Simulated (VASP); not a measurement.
A run of VASP 6.6.1:

Contents of INCAR:

```
PREC = Accurate ; ENCUT = 520
EDIFF = 1E-7 ; ISMEAR = 0
SIGMA = 0.01 ; LREAL = False
LASPH = True ; NELM = 80
ALGO = Normal ; ISIF = 2
LWAVE = False ; LCHARG = True
GGA = PS ; LELF = True
LVHAR = True ; NBANDS = 23
```

File KPOINTS:

```
regular mesh
0
Gamma
  8 8 8
```

Contents of POSCAR:

```
SrB6
1.0
    4.3075158447      0.0000000000      0.0000000000
    0.0000000000      4.3075158447      0.0000000000
    0.0000000000      0.0000000000      4.3075158447
Sr B
1 6
Direct
    0.0000000000      0.0000000000      0.0000000000
    0.5000000000      0.5000000000      0.2052250216
    0.5000000000      0.5000000000      0.7947749784
    0.2052250216      0.5000000000      0.5000000000
    0.7947749784      0.5000000000      0.5000000000
    0.5000000000      0.2052250216      0.5000000000
    0.5000000000      0.7947749784      0.5000000000
```

Potentials or basis: VASP PAW PBE potentials, release 64 (Sr_sv, B).

Run with:

```sh
$ cat potpaw_PBE.64/Sr_sv/POTCAR potpaw_PBE.64/B/POTCAR > POTCAR
$ mpirun -np 1 vasp_std > vasp.out
```

Hardware: 1 thread of Intel Xeon 8259CL, with other jobs on the host.

Task: Estimate the wall time of this run.

Result: Run time: 83 s on 1 thread of Intel Xeon 8259CL (shared host), peak memory 0.21 GiB. Counts: scf iterations 16, k points 35.
